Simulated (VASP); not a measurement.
The system is MoH4.

```
H Mo
1.0
     2.74523    0.01058    0.02906
     0.01058    2.70619   -0.01321
     0.12362   -0.05617   11.85486
H Mo
8 2
Direct
  0.51172 0.00054 0.11482
  0.48142 0.00449 0.60485
  0.98731 0.47694 0.38269
  0.01154 0.49291 0.90666
  0.50059 0.03502 0.39307
  0.51302 0.99888 0.89663
  0.99423 0.49213 0.10404
  0.01168 0.51408 0.60337
  0.99309 0.98886 0.99509
  0.99541 0.99616 0.49879
```

- Program: VASP 6.6.1
- Task: relaxation of cell and atoms
- Functional: PBE
- Potentials or basis: VASP PAW PBE potentials, release 64 (H, Mo_sv)
- Cutoff: 600 eV
- k mesh: 8 × 8 × 2
- Occupations: gaussian, width 0.2 eV
- Spin: no spin polarisation

At the start: pressure 6.3 GPa; volume 8.81 Å³/atom.

**Question.** Where does the relaxation end?

**Answer.** Over 16 steps the energy falls by 47.0 meV/atom and the volume is 9.15 Å³/atom (+3.9 %); space group P1 (No. 1, to 0.1 Å) before, C2/m (No. 12, to 0.1 Å).

The path:
| step | energy change (eV) | largest force (eV/Å) | pressure (GPa) | volume (Å³) |
| --- | --- | --- | --- | --- |
| 1 | 0.0000 | 3.6288 | 6.26 | 88.06 |
| 2 | -0.2673 | 2.4974 | -1.38 | 92.50 |
| 3 | -0.3696 | 0.5425 | 0.73 | 90.89 |
| 4 | -0.4242 | 0.4014 | -0.36 | 91.69 |
| 5 | -0.4423 | 0.3265 | -1.35 | 92.51 |
| 6 | -0.4605 | 0.1197 | -0.02 | 91.73 |
| 7 | -0.4607 | 0.1205 | 0.18 | 91.62 |
| 8 | -0.4646 | 0.0817 | 0.11 | 91.65 |
| 9 | -0.4649 | 0.0989 | 0.08 | 91.66 |
| 10 | -0.4667 | 0.0734 | -0.12 | 91.75 |
| 11 | -0.4670 | 0.0927 | -0.24 | 91.80 |
| 12 | -0.4685 | 0.0736 | -0.15 | 91.70 |
| 13 | -0.4693 | 0.0766 | -0.01 | 91.55 |
| 14 | -0.4700 | 0.0414 | 0.05 | 91.49 |
| 15 | -0.4701 | 0.0623 | 0.10 | 91.44 |
| 16 | -0.4704 | 0.0235 | -0.01 | 91.51 |

Final structure:
```yaml
crystal:
  lattice:
    - [2.78134, -0.00104, 0.01206]
    - [-0.00125, 2.79664, -0.00496]
    - [0.05240, -0.02417, 11.76486]
  atoms:
    - { symbol: H, position: [0.50280, 0.99858, 0.10981] }
    - { symbol: H, position: [0.49115, 0.01039, 0.60309] }
    - { symbol: H, position: [0.99991, 0.50147, 0.39082] }
    - { symbol: H, position: [0.00795, 0.49257, 0.89766] }
    - { symbol: H, position: [0.49828, 0.00432, 0.39013] }
    - { symbol: H, position: [0.50973, 0.99190, 0.89696] }
    - { symbol: H, position: [0.99894, 0.49545, 0.10914] }
    - { symbol: H, position: [0.99159, 0.50464, 0.60241] }
    - { symbol: Mo, position: [0.00424, 0.99480, 0.00342] }
    - { symbol: Mo, position: [0.99540, 0.00589, 0.49654] }
```
